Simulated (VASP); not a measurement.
# Pd (Im-3m) in VASP: a series of runs

Runs on Pd. Level: LDA. Tasks: single point.

Everything below comes from runs of VASP 6.6.1. Logs are shortened: lines on timing, memory, paths and dates and some standing lists are left out, and cuts for length are marked.

**1. The cell of the first run**

The structure is cubic, space group Im-3m (No. 229). Conventional cell: a = 3.165 Å, b = 3.165 Å, c = 3.165 Å, α = 90.00°, β = 90.00°, γ = 90.00°. Pd (site symmetry m-3m) has 14 Pd at 2.74 to 3.17 Å within 3.6 Å.

**2. Single point, LDA**

Contents of INCAR:

```
SYSTEM = Pd
ALGO = Normal ; EDIFF = 1E-7
ENCUT = 520 ; ISIF = 2
ISMEAR = -1 ; LASPH = .True.
LCHARG = .False. ; LREAL = .False.
LWAVE = .False. ; NBANDS = 11
NELM = 100 ; PREC = Accurate
SIGMA = 0.05
```

Contents of KPOINTS:

```
k-points
0
Gamma
  12 12 12
  0 0 0
```

Contents of POSCAR:

```
Pd
1.0
   -1.5826937604      1.5826937604      1.5826937604
    1.5826937604     -1.5826937604      1.5826937604
    1.5826937604      1.5826937604     -1.5826937604
Pd
1
Direct
    0.0000000000      0.0000000000      0.0000000000
```

Potentials or basis: VASP PAW LDA potentials, release 64 (Pd).

Command:

```bash
$ cat potpaw_LDA.64/Pd/POTCAR > POTCAR
$ mpirun -np 1 vasp_std > vasp.out
```

OUTCAR:

```text
SYSTEM = Pd
   EDIFF = 1E-7
   ENCUT = 520
   ISIF = 2
   ISMEAR = -1
   LASPH = .True.
   LREAL = .False.
   NELM = 100
   PREC = Accurate

 ion  position               nearest neighbor table
   1  0.000  0.000  0.000-

  LATTYP: Found a body centered cubic cell.
 ALAT       =     3.1653875208

  Lattice vectors:

 A1 = (  -1.5826937604,   1.5826937604,   1.5826937604)
 A2 = (   1.5826937604,  -1.5826937604,   1.5826937604)
 A3 = (   1.5826937604,   1.5826937604,  -1.5826937604)

Analysis of symmetry for initial positions (statically):
=====================================================================
 Subroutine PRICEL returns:
 Original cell was already a primitive cell.

 Routine SETGRP: Setting up the symmetry group for a
 body centered cubic supercell.

 Subroutine GETGRP returns: Found 48 space group operations
[... 9 lines left out ...]

 Routine SETGRP: Setting up the symmetry group for a
 body centered cubic supercell.

 Subroutine GETGRP returns: Found 48 space group operations
[... 11 lines left out ...]
                                     Primitive cell

  volume of cell :      15.8581

  direct lattice vectors                    reciprocal lattice vectors
    -1.582693760  1.582693760  1.582693760     0.000000000  0.315917085  0.315917085
     1.582693760 -1.582693760  1.582693760     0.315917085  0.000000000  0.315917085
     1.582693760  1.582693760 -1.582693760     0.315917085  0.315917085  0.000000000

  length of vectors
     2.741306006  2.741306006  2.741306006     0.446774227  0.446774227  0.446774227

  position of ions in fractional coordinates (direct lattice)
     0.000000000  0.000000000  0.000000000

  ion indices of the primitive-cell ions
   primitive index   ion index
                 1           1

----------------------------------------------------------------------------------------

 KPOINTS: k-points

Automatic generation of k-mesh.
 Grid dimensions read from file:
 generate k-points for:   12   12   12

 Generating k-lattice:

  Cartesian coordinates                     Fractional coordinates (reciprocal lattice)
     0.000000000  0.026326424  0.026326424     0.083333333  0.000000000  0.000000000
     0.026326424  0.000000000  0.026326424     0.000000000  0.083333333  0.000000000
     0.026326424  0.026326424  0.000000000     0.000000000  0.000000000  0.083333333

  Length of vectors
     0.037231186  0.037231186  0.037231186

  Shift w.r.t. Gamma in fractional coordinates (k-lattice)
     0.000000000  0.000000000  0.000000000

 Subroutine IBZKPT returns following result:
 ===========================================

 Found     72 irreducible k-points:

 Following reciprocal coordinates:
            Coordinates               Weight
  0.000000  0.000000  0.000000      1.000000
  0.083333  0.000000  0.000000     12.000000
  0.166667  0.000000  0.000000     12.000000
  0.250000  0.000000  0.000000     12.000000
  0.333333  0.000000  0.000000     12.000000
  0.416667  0.000000  0.000000     12.000000
[... 16 lines left out ...]
  0.333333  0.083333  0.083333     24.000000
  0.416667  0.083333  0.083333     12.000000
 [... further k-points ...]
   k-points           NKPTS =     72   k-points in BZ     NKDIM =     72   number of bands    NBANDS=     11
   number of dos      NEDOS =    301   number of ions     NIONS =      1
   total plane-waves  NPLWV =   8000
   dimension x,y,z NGX =    20 NGY =   20 NGZ =   20
   dimension x,y,z NGXF=    40 NGYF=   40 NGZF=   40
   ions per type =               1
   NGX,Y,Z   is equivalent  to a cutoff of  12.13, 12.13, 12.13 a.u.
   NGXF,Y,Z  is equivalent  to a cutoff of  24.26, 24.26, 24.26 a.u.
 SYSTEM =  Pd
   PREC   = accura    normal or accurate (medium, high low for compatibility)
   ISTART =      0    job   : 0-new  1-cont  2-samecut
   ICHARG =      2    charge: 1-file 2-atom 10-const
   ISPIN  =      1    spin polarized calculation?
   LNONCOLLINEAR =      F non collinear calculations
   LSORBIT =      F    spin-orbit coupling
   LASPH  =      T    aspherical Exc in radial PAW
   ENCUT  =  520.0 eV  38.22 Ry    6.18 a.u.   5.10  5.10  5.10*2*pi/ulx,y,z
   NELM   =    100;   NELMIN=  2; NELMDL= -5     # of ELM steps
   EDIFF  = 0.1E-06   stopping-criterion for ELM
   LREAL  =      F    real-space projection
   EDIFFG = 0.1E-05   stopping-criterion for IOM
   NSW    =      0    number of steps for IOM
   IBRION =     -1    ionic relax: 0-MD 1-quasi-New 2-CG
   NFREE  =      0    steps in history (QN), initial steepest desc. (CG)
   ISIF   =      2    stress and relaxation
   ISYM   =      2    0-nonsym 1-usesym 2-fastsym
   POTIM  = 0.5000    time-step for ionic-motion
   TEBEG  =    0.0;   TEEND  =   0.0 temperature during run
   PSTRESS=    0.0 pullay stress
   NELECT =      10.0000    total number of electrons
   NUPDOWN=      -1.0000    fix difference up-down
   EMIN   =  10.00;   EMAX   =-10.00  energy-range for DOS
   EFERMI =   0.00;   METHOD = LEGACY
   ISMEAR =    -1;   SIGMA  =   0.05  broadening in eV -4-tet -1-fermi 0-gaus
   EFERMI_NEDOS =   21; number of points for ismear=-14 and -15
   IALGO  =     38    algorithm
   IMIX   =      4    mixing-type and parameters
     AMIX     =   0.40;   BMIX     =  1.00
     AMIX_MAG =   1.60;   BMIX_MAG =  1.00
  volume/ion in A,a.u.               =      15.86       107.02
  Fermi-wavevector in a.u.,A,eV,Ry     =   1.403863  2.652916 26.814774  1.970830
  Thomas-Fermi vector in A             =   2.526482
   LORBIT       =      0    0 simple, 1 ext, 2 COOP (PROOUT), +10 PAW based schemes
   GGA     = CA    functional components
   LHFCALC =     F    Hartree Fock is set to
   AEXX    =    0.0000 exact exchange contribution
   IVDW    =     0    specifies the selected vdW correction
   LEPSILON=     F    determine dielectric tensor
   LRPA    =     F    only Hartree local field effects (RPA)
 non-spin polarized calculation
  energy-cutoff  :      520.00
  volume of cell :       15.86
 maximum number of plane-waves:       438
   NGX = 11   NGY = 11   NGZ = 11

 number of electron      10.0000001 magnetization

 Free energy of the ion-electron system (eV)
  ---------------------------------------------------
  ext. energy  EPLUGINS =         0.00000000
  ---------------------------------------------------
  free energy    TOTEN  =        -6.34840669 eV

  energy without entropy =       -6.33757422  energy(sigma->0) =       -6.34299046

 E-fermi :   8.3789     XC(G=0): -13.0763

 val. band max:        8.3713090398   @ k =  -0.2500   0.2500   0.1667
 cond. band min:       8.4480499910   @ k =  -0.4167   0.4167   0.2500
 fundamental gap:      0.0767409512
 Fermi energy:         8.3788568374

 k-point     1 :       0.0000    0.0000    0.0000
  band No.  band energies     occupation
      1       1.7174      2.00000
      2       5.7206      2.00000
      3       5.7206      2.00000
      4       5.7206      2.00000
      5       7.5565      2.00000
      6       7.5565      2.00000
      7      27.5524      0.00000
      8      27.5524      0.00000
      9      27.5524      0.00000
     10      34.5937      0.00000
     11      35.4319      0.00000

 k-point     2 :       0.0833    0.0000    0.0000
  band No.  band energies     occupation
      1       1.9665      2.00000
      2       5.6406      2.00000
      3       5.7245      2.00000
      4       5.8925      2.00000
      5       7.4661      2.00000
      6       7.5626      2.00000
      7      27.3103      0.00000
      8      27.5575      0.00000
      9      27.8350      0.00000
     10      33.3660      0.00000
     11      33.8461      0.00000

 k-point     3 :       0.1667    0.0000    0.0000
  band No.  band energies     occupation
      1       2.6480      2.00000
      2       5.4283      2.00000
      3       5.7400      2.00000
      4       6.3847      2.00000
      5       7.3036      2.00000
      6       7.5845      2.00000
      7      25.9694      0.00000
      8      27.1075      0.00000
      9      28.6109      0.00000
     10      32.2469      0.00000
     11      32.3464      0.00000

 k-point     4 :       0.2500    0.0000    0.0000
  band No.  band energies     occupation
      1       3.4416      2.00000
      2       5.1521      2.00000
      3       5.9851      2.00000
      4       7.1213      2.00000
      5       7.2570      2.00000
      6       7.6273      2.00000
      7      23.2126      0.00000
      8      25.8557      0.00000
      9      29.6759      0.00000
     10      29.9040      0.00000
     11      31.9620      0.00000

 k-point     5 :       0.3333    0.0000    0.0000
  band No.  band energies     occupation
      1       3.7348      2.00000
      2       4.8901      2.00000
      3       7.0253      2.00000
      4       7.3895      2.00000
      5       7.6860      2.00000
      6       7.9560      1.99958
      7      20.0108      0.00000
      8      24.5287      0.00000
      9      27.5855      0.00000
     10      30.7334      0.00000
     11      32.2913      0.00000

 k-point     6 :       0.4167    0.0000    0.0000
  band No.  band energies     occupation
      1       3.6526      2.00000
      2       4.7062      2.00000
      3       7.4197      2.00000
      4       7.7397      1.99999
      5       8.6530      0.00828
      6       8.8149      0.00033
      7      17.1271      0.00000
      8      23.6143      0.00000
      9      25.9572      0.00000
     10      31.4876      0.00000
     11      32.7489      0.00000

 k-point     7 :       0.5000    0.0000    0.0000
  band No.  band energies     occupation
      1       3.5898      2.00000
      2       4.6404      2.00000
      3       7.4725      2.00000
      4       7.7618      1.99999
      5       8.9323      0.00003
      6       9.8589      0.00000
      7      15.7002      0.00000
      8      23.2928      0.00000
      9      25.3617      0.00000
     10      31.7562      0.00000
     11      33.0180      0.00000

 k-point     8 :       0.0833    0.0833    0.0000
  band No.  band energies     occupation
      1       2.4375      2.00000
      2       5.5520      2.00000
      3       5.6324      2.00000
      4       6.2653      2.00000
      5       7.3199      2.00000
      6       7.5955      2.00000
      7      26.6715      0.00000
      8      27.3007      0.00000
      9      28.1927      0.00000
     10      31.6781      0.00000
     11      32.5639      0.00000
[... 141 lines left out ...]
 k-point    19 :       0.3333    0.3333    0.0000
  band No.  band energies     occupation
      1       4.4612      2.00000
      2       5.4936      2.00000
      3       5.4936      2.00000
      4       7.7239      2.00000
      5       7.7239      2.00000
      6      15.8123      0.00000
      7      15.8123      0.00000
      8      16.4207      0.00000
      9      25.2994      0.00000
     10      31.8797      0.00000
     11      31.8797      0.00000

 k-point    20 :       0.0833    0.0833    0.0833
  band No.  band energies     occupation
      1       3.0723      2.00000
      2       5.3815      2.00000
      3       5.3815      2.00000
      4       6.9751      2.00000
      5       7.4510      2.00000
      6       7.4510      2.00000
      7      25.8740      0.00000
      8      25.8740      0.00000
      9      28.5225      0.00000
     10      28.7762      0.00000
     11      34.5224      0.00000

 k-point    21 :       0.1667    0.0833    0.0833
  band No.  band energies     occupation
      1       3.8748      2.00000
      2       5.0989      2.00000
      3       5.3513      2.00000
      4       7.3839      2.00000
      5       7.5806      2.00000
      6       7.9833      1.99927
      7      23.3955      0.00000
      8      24.6992      0.00000
      9      26.0527      0.00000
     10      29.7797      0.00000
     11      34.6050      0.00000

 k-point    22 :       0.2500    0.0833    0.0833
  band No.  band energies     occupation
      1       4.1446      2.00000
      2       4.8577      2.00000
      3       6.0144      2.00000
      4       7.4308      2.00000
      5       7.6826      2.00000
      6       9.2728      0.00000
      7      20.1710      0.00000
      8      23.5752      0.00000
      9      24.5596      0.00000
     10      30.9519      0.00000
     11      34.5278      0.00000

 k-point    23 :       0.3333    0.0833    0.0833
  band No.  band energies     occupation
      1       4.0138      2.00000
      2       4.6991      2.00000
      3       6.9874      2.00000
      4       7.5143      2.00000
      5       7.7490      1.99999
      6      10.7904      0.00000
      7      17.2318      0.00000
      8      22.7990      0.00000
      9      23.5105      0.00000
     10      31.8629      0.00000
     11      34.4653      0.00000

 k-point    24 :       0.4167    0.0833    0.0833
  band No.  band energies     occupation
      1       3.9399      2.00000
      2       4.6441      2.00000
      3       7.4154      2.00000
      4       7.5496      2.00000
      5       7.7725      1.99999
      6      11.8293      0.00000
      7      15.6772      0.00000
      8      22.5243      0.00000
      9      23.1072      0.00000
     10      32.1908      0.00000
     11      34.4623      0.00000

 [... further k-points ...]
[... 5 lines left out ...]
  --------------------------------------------------------------------------------------
  -------------------------------------------------------------------------------------
  Total       -1.7399978     -1.7399978     -1.7399978     -0.0000000      0.0000000     -0.0000000
  in kB     -175.7958525   -175.7958525   -175.7958525     -0.0000000      0.0000000     -0.0000000
  external PRESSURE =    -175.7958525 kB  Pullay stress =       0.0000000 kB

 VOLUME and BASIS-vectors are now :
 -----------------------------------------------------------------------------
  energy-cutoff  :      520.00
  volume of cell :       15.86
      direct lattice vectors                 reciprocal lattice vectors
    -1.582693760  1.582693760  1.582693760     0.000000000  0.315917085  0.315917085
     1.582693760 -1.582693760  1.582693760     0.315917085  0.000000000  0.315917085
     1.582693760  1.582693760 -1.582693760     0.315917085  0.315917085  0.000000000

 POSITION                                       TOTAL-FORCE (eV/Angst)
 -----------------------------------------------------------------------------------
      0.00000      0.00000      0.00000        -0.000000      0.000000      0.000000
 -----------------------------------------------------------------------------------
    total drift:                                0.000000      0.000000      0.000000

  FREE ENERGIE OF THE ION-ELECTRON SYSTEM (eV)
  ---------------------------------------------------
  free  energy   TOTEN  =        -6.3484066929 eV

  energy  without entropy=       -6.3375742224  energy(sigma->0) =       -6.34299046
```

It took 3.9 s on 1 thread of Intel Xeon 6975P-C (Granite Rapids), shared host; peak memory 0.12 GiB.

What came out:

```
Free energy            : -6.3484 eV
Pressure               : -17.6 GPa
Band gap on the k mesh : zero (band 5 reaches 8.93 eV, above the bottom of band 6 at 7.45 eV)
```

[end of part 1 of 2]
